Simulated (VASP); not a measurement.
# Ta (Fd-3m) in VASP: notebook

Ta is run at these levels: LDA; tasks: single point, relaxation of cell and atoms.

Everything below comes from runs of VASP 6.6.1. Logs are shortened: lines on timing, memory, paths and dates and some standing lists are left out, and cuts for length are marked.

## Step 1: The cell of the first run

The structure is cubic, space group Fd-3m (No. 227). The conventional cell has a = 5.902 Å, b = 5.902 Å, c = 5.902 Å, α = 90.00°, β = 90.00°, γ = 90.00°. Within 3.4 Å of Ta (site symmetry -43m) lie 4 Ta at 2.56 Å.

This isn't the form of Ta at room conditions, which is bcc.

## Step 2: Single point, LDA

File INCAR:

```
SYSTEM = Ta
PREC     = Accurate       ! precision mode
ENCUT    = 500            ! plane-wave cutoff, eV
EDIFF    = 1E-6           ! SCF threshold, eV
ISMEAR   = -1             ! smearing method
SIGMA    = 0.05           ! smearing width, eV
LREAL    = .False.        ! projectors in reciprocal space
LASPH    = .True.         ! aspherical terms in the spheres
NELM     = 120            ! most SCF steps
ALGO     = Normal         ! electronic algorithm
ISIF     = 2              ! what is computed and relaxed
LWAVE    = .False.        ! write WAVECAR
LCHARG   = .False.        ! write CHGCAR
GGA      = CA             ! functional
NBANDS   = 18             ! bands
GGA_COMPAT= .False.
```

File KPOINTS:

```
regular mesh
0
Gamma
  5 5 5
  0 0 0
```

File POSCAR:

```
Ta
1.0
    0.0000000000      2.9512323090      2.9512323090
    2.9512323090      0.0000000000      2.9512323090
    2.9512323090      2.9512323090      0.0000000000
Ta
2
Direct
    1.0000000000      1.0000000000      1.0000000000
    0.2500000000      0.2500000000      0.2500000000
```

Potentials or basis: VASP PAW LDA potentials, release 64 (Ta_pv).

Launch:

```
$ cat potpaw_LDA.64/Ta_pv/POTCAR > POTCAR
$ mpirun -np 1 vasp_std > vasp.out
```

OUTCAR:

```text
SYSTEM = Ta
   PREC = Accurate
   ENCUT = 500
   EDIFF = 1E-6
   ISMEAR = -1
   LREAL = .False.
   LASPH = .True.
   NELM = 120
   ISIF = 2
   GGA = CA

 ion  position               nearest neighbor table
   1  0.000  0.000  0.000-   2 2.56   2 2.56   2 2.56   2 2.56
   2  0.250  0.250  0.250-   1 2.56   1 2.56   1 2.56   1 2.56

  LATTYP: Found a face centered cubic cell.
 ALAT       =     5.9024646180

  Lattice vectors:

 A1 = (   0.0000000000,   2.9512323090,   2.9512323090)
 A2 = (   2.9512323090,   0.0000000000,   2.9512323090)
 A3 = (   2.9512323090,   2.9512323090,   0.0000000000)

Analysis of symmetry for initial positions (statically):
=====================================================================
 Subroutine PRICEL returns:
 Original cell was already a primitive cell.

 Routine SETGRP: Setting up the symmetry group for a
 face centered cubic supercell.

 Subroutine GETGRP returns: Found 48 space group operations
 (whereof 24 operations were pure point group operations)
 out of a pool of 48 trial point group operations.

The static configuration has the point symmetry T_d .
 The point group associated with its full space group is O_h .

Analysis of symmetry for dynamics (positions and initial velocities):
=====================================================================
 Subroutine PRICEL returns:
 Original cell was already a primitive cell.

 Routine SETGRP: Setting up the symmetry group for a
 face centered cubic supercell.

 Subroutine GETGRP returns: Found 48 space group operations
 (whereof 24 operations were pure point group operations)
 out of a pool of 48 trial point group operations.

The dynamic configuration has the point symmetry T_d .
 The point group associated with its full space group is O_h .

 Subroutine INISYM returns: Found 48 space group operations
 (whereof 24 operations are pure point group operations),
 and found     1 'primitive' translations

----------------------------------------------------------------------------------------

                                     Primitive cell

  volume of cell :      51.4091

  direct lattice vectors                    reciprocal lattice vectors
     0.000000000  2.951232309  2.951232309    -0.169420753  0.169420753  0.169420753
     2.951232309  0.000000000  2.951232309     0.169420753 -0.169420753  0.169420753
     2.951232309  2.951232309  0.000000000     0.169420753  0.169420753 -0.169420753

  length of vectors
     4.173672757  4.173672757  4.173672757     0.293445352  0.293445352  0.293445352

  position of ions in fractional coordinates (direct lattice)
     0.000000000  0.000000000  0.000000000
     0.250000000  0.250000000  0.250000000

  ion indices of the primitive-cell ions
   primitive index   ion index
                 1           1
                 2           2

----------------------------------------------------------------------------------------

 KPOINTS: regular mesh

Automatic generation of k-mesh.
 Grid dimensions read from file:
 generate k-points for:    5    5    5

 Generating k-lattice:

  Cartesian coordinates                     Fractional coordinates (reciprocal lattice)
    -0.033884151  0.033884151  0.033884151     0.200000000  0.000000000  0.000000000
     0.033884151 -0.033884151  0.033884151     0.000000000  0.200000000  0.000000000
     0.033884151  0.033884151 -0.033884151     0.000000000  0.000000000  0.200000000

  Length of vectors
     0.058689070  0.058689070  0.058689070

  Shift w.r.t. Gamma in fractional coordinates (k-lattice)
     0.000000000  0.000000000  0.000000000

 Subroutine IBZKPT returns following result:
 ===========================================

 Found     10 irreducible k-points:

 Following reciprocal coordinates:
            Coordinates               Weight
  0.000000  0.000000  0.000000      1.000000
  0.200000  0.000000  0.000000      8.000000
  0.400000  0.000000  0.000000      8.000000
  0.200000  0.200000  0.000000      6.000000
  0.400000  0.200000  0.000000     24.000000
 -0.400000  0.200000  0.000000     24.000000
 -0.200000  0.200000  0.000000     12.000000
  0.400000  0.400000  0.000000      6.000000
 -0.400000  0.400000  0.000000     12.000000
 -0.400000  0.400000  0.200000     24.000000
   k-points           NKPTS =     10   k-points in BZ     NKDIM =     10   number of bands    NBANDS=     18
   number of dos      NEDOS =    301   number of ions     NIONS =      2
   total plane-waves  NPLWV =  27000
   dimension x,y,z NGX =    30 NGY =   30 NGZ =   30
   dimension x,y,z NGXF=    60 NGYF=   60 NGZF=   60
   ions per type =               2
   NGX,Y,Z   is equivalent  to a cutoff of  11.95, 11.95, 11.95 a.u.
   NGXF,Y,Z  is equivalent  to a cutoff of  23.90, 23.90, 23.90 a.u.
 SYSTEM =  Ta
   PREC   = accura    normal or accurate (medium, high low for compatibility)
   ISTART =      0    job   : 0-new  1-cont  2-samecut
   ICHARG =      2    charge: 1-file 2-atom 10-const
   ISPIN  =      1    spin polarized calculation?
   LNONCOLLINEAR =      F non collinear calculations
   LSORBIT =      F    spin-orbit coupling
   LASPH  =      T    aspherical Exc in radial PAW
   ENCUT  =  500.0 eV  36.75 Ry    6.06 a.u.   7.61  7.61  7.61*2*pi/ulx,y,z
   NELM   =    120;   NELMIN=  2; NELMDL= -5     # of ELM steps
   EDIFF  = 0.1E-05   stopping-criterion for ELM
   LREAL  =      F    real-space projection
   EDIFFG = 0.1E-04   stopping-criterion for IOM
   NSW    =      0    number of steps for IOM
   IBRION =     -1    ionic relax: 0-MD 1-quasi-New 2-CG
   NFREE  =      0    steps in history (QN), initial steepest desc. (CG)
   ISIF   =      2    stress and relaxation
   ISYM   =      2    0-nonsym 1-usesym 2-fastsym
   POTIM  = 0.5000    time-step for ionic-motion
   TEBEG  =    0.0;   TEEND  =   0.0 temperature during run
   PSTRESS=    0.0 pullay stress
   NELECT =      22.0000    total number of electrons
   NUPDOWN=      -1.0000    fix difference up-down
   EMIN   =  10.00;   EMAX   =-10.00  energy-range for DOS
   EFERMI =   0.00;   METHOD = LEGACY
   ISMEAR =    -1;   SIGMA  =   0.05  broadening in eV -4-tet -1-fermi 0-gaus
   EFERMI_NEDOS =   21; number of points for ismear=-14 and -15
   IALGO  =     38    algorithm
   IMIX   =      4    mixing-type and parameters
     AMIX     =   0.40;   BMIX     =  1.00
     AMIX_MAG =   1.60;   BMIX_MAG =  1.00
  volume/ion in A,a.u.               =      25.70       173.46
  Fermi-wavevector in a.u.,A,eV,Ry     =   1.233679  2.331316 20.707591  1.521965
  Thomas-Fermi vector in A             =   2.368400
   LORBIT       =      0    0 simple, 1 ext, 2 COOP (PROOUT), +10 PAW based schemes
   GGA     = CA    functional components
   LHFCALC =     F    Hartree Fock is set to
   AEXX    =    0.0000 exact exchange contribution
   IVDW    =     0    specifies the selected vdW correction
   LEPSILON=     F    determine dielectric tensor
   LRPA    =     F    only Hartree local field effects (RPA)
 non-spin polarized calculation
  energy-cutoff  :      500.00
  volume of cell :       51.41
 maximum number of plane-waves:      1326
   NGX = 15   NGY = 15   NGZ = 15

 number of electron      21.9999993 magnetization

 Free energy of the ion-electron system (eV)
  ---------------------------------------------------
  ext. energy  EPLUGINS =         0.00000000
  ---------------------------------------------------
  free energy    TOTEN  =       -19.70210372 eV

  energy without entropy =      -19.66588026  energy(sigma->0) =      -19.68399199

 E-fermi :   2.4969     XC(G=0): -10.6546

 val. band max:        2.2375413998   @ k =   0.2000   0.2000   0.0000
 cond. band min:       2.5109718693   @ k =   0.4000   0.0000   0.0000
 fundamental gap:      0.2734304695
 Fermi energy:         2.4969039666

 k-point     1 :       0.0000    0.0000    0.0000
  band No.  band energies     occupation
      1     -31.5261      2.00000
      2     -31.5261      2.00000
      3     -31.5261      2.00000
      4     -30.4729      2.00000
      5     -30.4729      2.00000
      6     -30.4729      2.00000
[... 10 lines left out ...]
     17       8.8684      0.00000
     18      12.8104      0.00000

 k-point     2 :       0.2000    0.0000    0.0000
  band No.  band energies     occupation
      1     -31.5703      2.00000
      2     -31.5703      2.00000
      3     -31.5240      2.00000
      4     -30.4814      2.00000
      5     -30.4246      2.00000
      6     -30.4246      2.00000
[... 10 lines left out ...]
     17       8.6801      0.00000
     18      12.2828      0.00000

 k-point     3 :       0.4000    0.0000    0.0000
  band No.  band energies     occupation
      1     -31.6347      2.00000
      2     -31.6347      2.00000
      3     -31.5235      2.00000
      4     -30.4915      2.00000
      5     -30.3535      2.00000
      6     -30.3535      2.00000
[... 10 lines left out ...]
     17       7.9610      0.00000
     18       8.4818      0.00000

 k-point     4 :       0.2000    0.2000    0.0000
  band No.  band energies     occupation
      1     -31.6198      2.00000
      2     -31.6198      2.00000
      3     -31.4309      2.00000
      4     -30.5825      2.00000
      5     -30.3707      2.00000
      6     -30.3707      2.00000
[... 10 lines left out ...]
     17       9.1197      0.00000
     18      12.0825      0.00000

 k-point     5 :       0.4000    0.2000    0.0000
  band No.  band energies     occupation
      1     -31.7057      2.00000
      2     -31.6818      2.00000
      3     -31.3509      2.00000
      4     -30.6685      2.00000
      5     -30.3020      2.00000
      6     -30.2823      2.00000
[... 10 lines left out ...]
     17       8.7228      0.00000
     18       9.4437      0.00000

 k-point     6 :      -0.4000    0.2000    0.0000
  band No.  band energies     occupation
      1     -31.7540      2.00000
      2     -31.6754      2.00000
      3     -31.3391      2.00000
      4     -30.6770      2.00000
      5     -30.3086      2.00000
      6     -30.2356      2.00000
[... 10 lines left out ...]
     17       8.1300      0.00000
     18       8.3165      0.00000

 k-point     7 :      -0.2000    0.2000    0.0000
  band No.  band energies     occupation
      1     -31.6935      2.00000
      2     -31.6083      2.00000
      3     -31.4330      2.00000
      4     -30.5778      2.00000
      5     -30.3825      2.00000
      6     -30.2974      2.00000
[... 10 lines left out ...]
     17       9.0824      0.00000
     18      10.6759      0.00000

 k-point     8 :       0.4000    0.4000    0.0000
  band No.  band energies     occupation
      1     -31.7455      2.00000
      2     -31.7455      2.00000
      3     -31.1788      2.00000
      4     -30.8569      2.00000
      5     -30.2313      2.00000
      6     -30.2313      2.00000
[... 10 lines left out ...]
     17       8.8727      0.00000
     18       9.2959      0.00000

 k-point     9 :      -0.4000    0.4000    0.0000
  band No.  band energies     occupation
      1     -31.7849      2.00000
      2     -31.7419      2.00000
      3     -31.1051      2.00000
      4     -30.9244      2.00000
      5     -30.2350      2.00000
      6     -30.1970      2.00000
[... 10 lines left out ...]
     17       8.3488      0.00000
     18       8.3918      0.00000

 k-point    10 :      -0.4000    0.4000    0.2000
  band No.  band energies     occupation
      1     -31.7739      2.00000
      2     -31.7293      2.00000
      3     -31.1846      2.00000
      4     -30.8374      2.00000
      5     -30.2528      2.00000
      6     -30.2109      2.00000
[... 10 lines left out ...]
     17       8.4945      0.00000
     18       8.6511      0.00000

------------------------ aborting loop because EDIFF is reached ----------------------------------------

  FORCE on cell =-STRESS in cart. coord.  units (eV):
  Direction    XX          YY          ZZ          XY          YZ          ZX
  --------------------------------------------------------------------------------------
  -------------------------------------------------------------------------------------
  Total        0.3709739      0.3709739      0.3709739      0.0000000      0.0000000      0.0000000
  in kB       11.5614889     11.5614889     11.5614889      0.0000000      0.0000000      0.0000000
  external PRESSURE =      11.5614889 kB  Pullay stress =       0.0000000 kB

 VOLUME and BASIS-vectors are now :
 -----------------------------------------------------------------------------
  energy-cutoff  :      500.00
  volume of cell :       51.41
      direct lattice vectors                 reciprocal lattice vectors
     0.000000000  2.951232309  2.951232309    -0.169420753  0.169420753  0.169420753
     2.951232309  0.000000000  2.951232309     0.169420753 -0.169420753  0.169420753
     2.951232309  2.951232309  0.000000000     0.169420753  0.169420753 -0.169420753

 POSITION                                       TOTAL-FORCE (eV/Angst)
 -----------------------------------------------------------------------------------
      0.00000      0.00000      0.00000         0.000000      0.000000      0.000000
      1.47562      1.47562      1.47562        -0.000000     -0.000000     -0.000000
 -----------------------------------------------------------------------------------
    total drift:                                0.000000     -0.000000      0.000000

  FREE ENERGIE OF THE ION-ELECTRON SYSTEM (eV)
  ---------------------------------------------------
  free  energy   TOTEN  =       -19.7021037173 eV

  energy  without entropy=      -19.6658802578  energy(sigma->0) =      -19.68399199
```

Run time: 10 s. Hardware: 1 thread of Intel Xeon Platinum 8375C at 2.90GHz (Ice Lake), shared host; peak memory 0.14 GiB.

What came out:

```
Free energy            : -19.7021 eV
Pressure               : 1.2 GPa
Band gap on the k mesh : zero (bands 11 and 12 overlap by 0.43 eV)
```

Levels at points of the mesh, in eV from the Fermi level:
```
           k point  band 7  band 8  band 9  band 10  band 11  band 12  band 13  band 14  band 15  band 16
(0.00, 0.00, 0.00)   -5.86   -1.30   -1.30    -0.34    -0.34    -0.34     2.14     2.14     2.14     6.37
```

Caveat: the k points lie up to 0.37 Å⁻¹ apart; spin-orbit coupling is left out, which moves the levels of the heavy elements.

## Step 3: Relaxation of cell and atoms, LDA

This run uses another cell than the first one, of 23.39 Å³/atom.

File INCAR:

```
SYSTEM = Ta
PREC = Accurate
ENCUT = 500
EDIFF = 1E-7
ISMEAR = -1
SIGMA = 0.05
LREAL = .False.
LASPH = .True.
NELM = 120
ALGO = Normal
ISIF = 3
LWAVE = .False.
LCHARG = .False.
IBRION = 2
NSW = 80
EDIFFG = -0.03
GGA_COMPAT = .False.
NELMIN = 4
```

KPOINTS is that of step 2.

File POSCAR:

```
Ta
1.0
    0.0000000000      2.8600000000      2.8600000000
    2.8600000000      0.0000000000      2.8600000000
    2.8600000000      2.8600000000      0.0000000000
Ta
2
Direct
    1.0000000000      1.0000000000      1.0000000000
    0.2500000000      0.2500000000      0.2500000000
```

Potentials or basis: VASP PAW LDA potentials, release 64 (Ta_pv).

Launch:

```
$ cat potpaw_LDA.64/Ta_pv/POTCAR > POTCAR
$ mpirun -np 1 vasp_std > vasp.out
```

Wall time 27 s (1 thread of Intel Xeon Platinum 8375C at 2.90GHz (Ice Lake), shared host); peak memory 0.15 GiB.

The run converged. Its results:

| Item | Value |
| --- | --- |
| Free energy | -19.7033 eV |
| Relaxed volume | 26.12 Å³/atom |
| Relaxed cell | a = 4.196 Å, b = 4.196 Å, c = 4.196 Å, α = 60.00°, β = 60.00°, γ = 60.00° |
| Space group after relaxing (to 0.1 Å) | Fd-3m (No. 227) |
| Energy gained by relaxing | 85.3 meV/atom |
| Ionic steps | 3 |
| Pressure after relaxing | -0.2 GPa |
| Band gap on the k mesh | zero (bands 11 and 12 overlap by 0.42 eV) |

Step by step:
| step | energy change (eV) | largest force (eV/Å) | pressure (GPa) | volume (Å³) |
| --- | --- | --- | --- | --- |
| 1 | 0.0000 | 0.0000 | 11.39 | 46.79 |
| 2 | 0.0169 | 0.0000 | -7.88 | 58.98 |
| 3 | -0.1707 | 0.0000 | -0.18 | 52.24 |

Final structure:
```xyz
2
Lattice="0.0000 2.9670 2.9670 2.9670 0.0000 2.9670 2.9670 2.9670 0.0000" Properties=species:S:1:pos:R:3 pbc="T T T"
Ta    0.0000    0.0000    0.0000
Ta    1.4835    1.4835    1.4835
```

Levels at points of the mesh, in eV from the Fermi level:
```tsv
k point	band 8	band 9	band 10	band 11	band 12	band 13	band 14	band 15
(0.00, 0.00, 0.00)	-1.24	-1.24	-0.33	-0.33	-0.33	2.12	2.12	2.12
```

Caveat: the k points lie up to 0.37 Å⁻¹ apart in the final cell; spin-orbit coupling is left out, which moves the levels of the heavy elements.
